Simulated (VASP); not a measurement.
# Mo (Im-3m) in VASP: further runs, part 2 of 2

VASP 6.6.1. Earlier steps stand in the parts before.

**3. Single point, PBEsol (volume scaled by 0.88)**

INCAR

```
  ALGO = Normal
  EDIFF = 1E-7
  ENCUT = 520
  GGA = PS
  ISIF = 2
  ISMEAR = -1
  LASPH = T
  LCHARG = F
  LREAL = F
  LWAVE = F
  NBANDS = 13
  NELM = 60
  PREC = Accurate
  SIGMA = 0.08
```

KPOINTS

```
k-points
0
Gamma
  17 17 17
```

POSCAR

```
Mo
1.0
   -1.4997780330      1.4997780330      1.4997780330
    1.4997780330     -1.4997780330      1.4997780330
    1.4997780330      1.4997780330     -1.4997780330
Mo
1
Direct
    0.0000000000      0.0000000000      0.0000000000
```

Potentials or basis: VASP PAW PBE potentials, release 64 (Mo_sv).

Run with:

```
> cat potpaw_PBE.64/Mo_sv/POTCAR > POTCAR
> mpirun -np 1 vasp_std > vasp.out
```

OUTCAR:

```text
EDIFF = 1E-7
   ENCUT = 520
   GGA = PS
   ISIF = 2
   ISMEAR = -1
   LASPH = T
   LREAL = F
   NELM = 60
   PREC = Accurate

 ion  position               nearest neighbor table
   1  0.000  0.000  0.000-

  LATTYP: Found a body centered cubic cell.
 ALAT       =     2.9995560660

  Lattice vectors:

 A1 = (  -1.4997780330,   1.4997780330,   1.4997780330)
 A2 = (   1.4997780330,  -1.4997780330,   1.4997780330)
 A3 = (   1.4997780330,   1.4997780330,  -1.4997780330)

Analysis of symmetry for initial positions (statically):
=====================================================================
 Subroutine PRICEL returns:
 Original cell was already a primitive cell.

 Routine SETGRP: Setting up the symmetry group for a
 body centered cubic supercell.

 Subroutine GETGRP returns: Found 48 space group operations
 (whereof 48 operations were pure point group operations)
 out of a pool of 48 trial point group operations.

The static configuration has the point symmetry O_h .

Analysis of symmetry for dynamics (positions and initial velocities):
=====================================================================
 Subroutine PRICEL returns:
 Original cell was already a primitive cell.

 Routine SETGRP: Setting up the symmetry group for a
 body centered cubic supercell.

 Subroutine GETGRP returns: Found 48 space group operations
 (whereof 48 operations were pure point group operations)
 out of a pool of 48 trial point group operations.

The dynamic configuration has the point symmetry O_h .

 Subroutine INISYM returns: Found 48 space group operations
 (whereof 48 operations are pure point group operations),
 and found     1 'primitive' translations

----------------------------------------------------------------------------------------

                                     Primitive cell

  volume of cell :      13.4940

[... 111 lines left out ...]
   GGA     = PS    functional components
   LHFCALC =     F    Hartree Fock is set to
   AEXX    =    0.0000 exact exchange contribution
   IVDW    =     0    specifies the selected vdW correction
   LEPSILON=     F    determine dielectric tensor
   LRPA    =     F    only Hartree local field effects (RPA)
 non-spin polarized calculation
  energy-cutoff  :      520.00
  volume of cell :       13.49
 maximum number of plane-waves:       373
   NGX =  9   NGY =  9   NGZ =  9

 number of electron      14.0000002 magnetization

 Free energy of the ion-electron system (eV)
  ---------------------------------------------------
  ext. energy  EPLUGINS =         0.00000000
  ---------------------------------------------------
  free energy    TOTEN  =       -11.53653140 eV

  energy without entropy =      -11.52341970  energy(sigma->0) =      -11.52997555

 E-fermi :  15.0745     XC(G=0): -14.3778

 val. band max:       15.0429858454   @ k =  -0.1765   0.2941   0.0588
 cond. band min:      15.0840681778   @ k =  -0.2941   0.3529   0.2353
 fundamental gap:      0.0410823324
 Fermi energy:        15.0744820053

 k-point     1 :       0.0000    0.0000    0.0000
  band No.  band energies     occupation
      1     -46.2977      2.00000
      2     -19.1474      2.00000
      3     -19.1474      2.00000
      4     -19.1474      2.00000
      5       7.2831      2.00000
      6      13.2878      2.00000
      7      13.2878      2.00000
      8      13.2878      2.00000
      9      16.8909      0.00000
     10      16.8909      0.00000
     11      29.9508      0.00000
     12      29.9508      0.00000
     13      29.9508      0.00000
[... 354 lines left out ...]
  band No.  band energies     occupation
      1     -45.9790      2.00000
      2     -20.5745      2.00000
      3     -19.6235      2.00000
      4     -19.2995      2.00000
      5      10.1305      2.00000
      6      11.8033      2.00000
      7      12.3986      2.00000
      8      15.8497      0.00012
      9      17.6591      0.00000
     10      18.3187      0.00000
     11      30.9268      0.00000
     12      32.1051      0.00000
     13      34.7529      0.00000

 [... further k-points ...]

------------------------ aborting loop because EDIFF is reached ----------------------------------------

  FORCE on cell =-STRESS in cart. coord.  units (eV):
  Direction    XX          YY          ZZ          XY          YZ          ZX
  --------------------------------------------------------------------------------------
  -------------------------------------------------------------------------------------
  Total        3.9910301      3.9910301      3.9910301     -0.0000000      0.0000000     -0.0000000
  in kB      473.8649984    473.8649984    473.8649984     -0.0000000      0.0000000     -0.0000000
  external PRESSURE =     473.8649984 kB  Pullay stress =       0.0000000 kB

 VOLUME and BASIS-vectors are now :
 -----------------------------------------------------------------------------
  energy-cutoff  :      520.00
  volume of cell :       13.49
      direct lattice vectors                 reciprocal lattice vectors
    -1.499778033  1.499778033  1.499778033     0.000000000  0.333382667  0.333382667
     1.499778033 -1.499778033  1.499778033     0.333382667  0.000000000  0.333382667
     1.499778033  1.499778033 -1.499778033     0.333382667  0.333382667  0.000000000

 POSITION                                       TOTAL-FORCE (eV/Angst)
 -----------------------------------------------------------------------------------
      0.00000      0.00000      0.00000         0.000000      0.000000      0.000000
 -----------------------------------------------------------------------------------
    total drift:                                0.000000      0.000000      0.000000

  FREE ENERGIE OF THE ION-ELECTRON SYSTEM (eV)
  ---------------------------------------------------
  free  energy   TOTEN  =       -11.5365313963 eV

  energy  without entropy=      -11.5234196971  energy(sigma->0) =      -11.52997555
```

OSZICAR:

```text
N       E                     dE             d eps       ncg     rms          rms(c)
DAV:   1     0.930300046951E+02    0.93030E+02   -0.80416E+03  4369   0.112E+03
DAV:   2    -0.109615612486E+02   -0.10399E+03   -0.99674E+02  4910   0.318E+02
DAV:   3    -0.121549227815E+02   -0.11934E+01   -0.11909E+01  4810   0.338E+01
DAV:   4    -0.121574235407E+02   -0.25008E-02   -0.25007E-02  4850   0.185E+00
DAV:   5    -0.121574366362E+02   -0.13096E-04   -0.13095E-04  4855   0.122E-01    0.221E+01
DAV:   6    -0.116358441965E+02    0.52159E+00   -0.56175E-01  4415   0.954E+00    0.771E+00
DAV:   7    -0.115416030056E+02    0.94241E-01   -0.15322E-01  4755   0.479E+00    0.756E-01
DAV:   8    -0.115365113703E+02    0.50916E-02   -0.40700E-03  4395   0.831E-01    0.135E-01
DAV:   9    -0.115365256569E+02   -0.14287E-04   -0.54205E-05  5115   0.868E-02    0.819E-02
DAV:  10    -0.115365311973E+02   -0.55404E-05   -0.97691E-06  4530   0.391E-02    0.355E-03
DAV:  11    -0.115365314937E+02   -0.29632E-06   -0.81158E-08  3325   0.370E-03    0.537E-04
DAV:  12    -0.115365313963E+02    0.97368E-07   -0.81041E-09  2290   0.118E-03
   1 F= -.11536531E+02 E0= -.11529976E+02  d E =-.131117E-01
```

It took 26 s on 1 thread of Intel Xeon 8259CL, shared host; peak memory 0.14 GiB.

What came out:

* Free energy: -11.5365 eV
* Pressure: 47.4 GPa
* Band gap on the k mesh: zero (band 7 reaches 19.60 eV, above the bottom of band 8 at 13.29 eV)

Levels at points of the mesh, in eV from the Fermi level:
| k point | band 5 | band 6 | band 7 | band 8 | band 9 | band 10 |
| --- | --- | --- | --- | --- | --- | --- |
| (0.00, 0.00, 0.00) | -7.79 | -1.79 | -1.79 | -1.79 | 1.82 | 1.82 |

Caveat: the cell differs from its parent crystal (volume scaled by 0.88); the PAW data sets were made with another functional, which shifts forces and pressure a little.

**4. Single point, PBEsol (volume scaled by 0.94)**

INCAR

```
ALGO     = Normal         # electronic algorithm
EDIFF    = 1E-6           # SCF threshold, eV
ENCUT    = 520            # plane-wave cutoff, eV
GGA      = PS             # functional
ISIF     = 2              # what is computed and relaxed
ISMEAR   = -1             # smearing method
LASPH    = T              # aspherical terms in the spheres
LCHARG   = T              # write CHGCAR
LELF     = T              # ELF
LREAL    = F              # projectors in reciprocal space
LVHAR    = T            
LWAVE    = F              # write WAVECAR
NBANDS   = 13             # bands
NELM     = 60             # most SCF steps
PREC     = Accurate       # precision mode
SIGMA    = 0.08           # smearing width, eV
```

KPOINTS is that of step 3.

POSCAR

```
Mo
1.0
   -1.5331172920      1.5331172920      1.5331172920
    1.5331172920     -1.5331172920      1.5331172920
    1.5331172920      1.5331172920     -1.5331172920
Mo
1
Direct
    0.0000000000      0.0000000000      0.0000000000
```

Run with:

```
> cat potpaw_PBE.64/Mo_sv/POTCAR > POTCAR
> mpirun -np 1 vasp_std > vasp.out
```

Run time: 29 s. Hardware: 1 thread of Intel Xeon 8259CL, shared host; peak memory 0.15 GiB.

Results (log left out):

| Item | Value |
| --- | --- |
| Free energy | -11.7278 eV |
| Pressure | 20.4 GPa |
| Band gap on the k mesh | zero (band 7 reaches 18.04 eV, above the bottom of band 8 at 12.28 eV) |

Levels at points of the mesh, in eV from the Fermi level:
```
           k point  band 4  band 5  band 6  band 7  band 8  band 9  band 10  band 11
(0.00, 0.00, 0.00)  -34.35   -7.59   -1.60   -1.60   -1.60    1.73     1.73    14.85
```

Caveat: the cell differs from its parent crystal (volume scaled by 0.94); the PAW data sets were made with another functional, which shifts forces and pressure a little.

**5. Single point, PBEsol**

This run uses another cell than the first one, of 15.33 Å³/atom, 1.250 times its volume.

INCAR

```
  PREC = Accurate
  ENCUT = 520
  EDIFF = 1E-6
  ISMEAR = -1
  SIGMA = 0.08
  LREAL = F
  LASPH = T
  NELM = 80
  ALGO = Normal
  ISIF = 2
  LWAVE = F
  LCHARG = F
  GGA = PS
  NBANDS = 13
```

KPOINTS

```
regular mesh
0
Gamma
  17 17 17
```

POSCAR

```
Mo
1.0
   -1.5650663871      1.5650663871      1.5650663871
    1.5650663871     -1.5650663871      1.5650663871
    1.5650663871      1.5650663871     -1.5650663871
Mo
1
Direct
    0.0000000000      0.0000000000      0.0000000000
```

Run with:

```
> cat potpaw_PBE.64/Mo_sv/POTCAR > POTCAR
> mpirun -np 1 vasp_std > vasp.out
```

Run time: 28 s. Hardware: 1 thread of Intel Xeon 8259CL, shared host; peak memory 0.15 GiB.

Results (log left out):

| Quantity | Value |
| --- | --- |
| Free energy | -11.7856 eV |
| Pressure | 0.6 GPa |
| Band gap on the k mesh | zero (band 7 reaches 16.65 eV, above the bottom of band 8 at 11.37 eV) |

Levels at points of the mesh, in eV from the Fermi level:
```tsv
k point	band 5	band 6	band 7	band 8	band 9	band 10
(0.00, 0.00, 0.00)	-7.38	-1.44	-1.44	-1.44	1.65	1.65
```

Caveat: the PAW data sets were made with another functional, which shifts forces and pressure a little.

**6. Single point, PBEsol**

This run uses another cell than the first one, of 15.33 Å³/atom, 1.250 times its volume.

INCAR

```
SYSTEM = Mo
PREC     = Accurate       ! precision mode
ENCUT    = 520            ! plane-wave cutoff, eV
EDIFF    = 1E-7           ! SCF threshold, eV
ISMEAR   = -1             ! smearing method
SIGMA    = 0.08           ! smearing width, eV
LREAL    = .FALSE.        ! projectors in reciprocal space
LASPH    = .TRUE.         ! aspherical terms in the spheres
NELM     = 100            ! most SCF steps
ALGO     = Normal         ! electronic algorithm
ISIF     = 2              ! what is computed and relaxed
LWAVE    = .FALSE.        ! write WAVECAR
LCHARG   = .TRUE.         ! write CHGCAR
GGA      = PS             ! functional
LELF     = .TRUE.         ! ELF
LVHAR    = .TRUE.       
NBANDS   = 13             ! bands
```

KPOINTS

```
Automatic mesh
0
G
  17 17 17
  0 0 0
```

POSCAR is that of step 5.

Potentials or basis: VASP PAW PBE potentials, release 64 (Mo_sv).

Run with:

```
> cat potpaw_PBE.64/Mo_sv/POTCAR > POTCAR
> mpirun -np 1 vasp_std > vasp.out
```

Wall time 15 s (1 thread of Intel Xeon 6975P-C, shared host); peak memory 0.14 GiB.

It converged, with:

| Item | Value |
| --- | --- |
| Free energy | -11.7856 eV |
| Pressure | 0.6 GPa |
| Band gap on the k mesh | zero (band 7 reaches 16.65 eV, above the bottom of band 8 at 11.37 eV) |

Levels at points of the mesh, in eV from the Fermi level:
```csv
k point,band 3,band 4,band 5,band 6,band 7,band 8,band 9,band 10,band 11,band 12
"(0.00, 0.00, 0.00)",-34.47,-34.47,-7.38,-1.44,-1.44,-1.44,1.65,1.65,14.81,14.81
```

Caveat: the PAW data sets were made with another functional, which shifts forces and pressure a little.

**7. Overview**

```csv
cell,gap on the mesh (eV),pressure (GPa)
"a = 2.516 Å, angles 109.5°, 1 atom",none,99.3
"a = 2.598 Å, angles 109.5°, 1 atom",none,47.4
"a = 2.655 Å, angles 109.5°, 1 atom",none,20.4
"a = 2.711 Å, angles 109.5°, 1 atom",none,0.6
```

Alike in all rows: task single point; level PBEsol; potentials or basis VASP PAW PBE potentials, release 64 (Mo_sv); no spin polarisation; k mesh 17 × 17 × 17; cutoff (eV) 520; smearing fermi-dirac 0.08 eV.

Caveats: the PAW data sets were made with another functional, which shifts forces and pressure a little.

Total energies depend on the potentials used, so only differences within one code and one set of settings carry meaning.
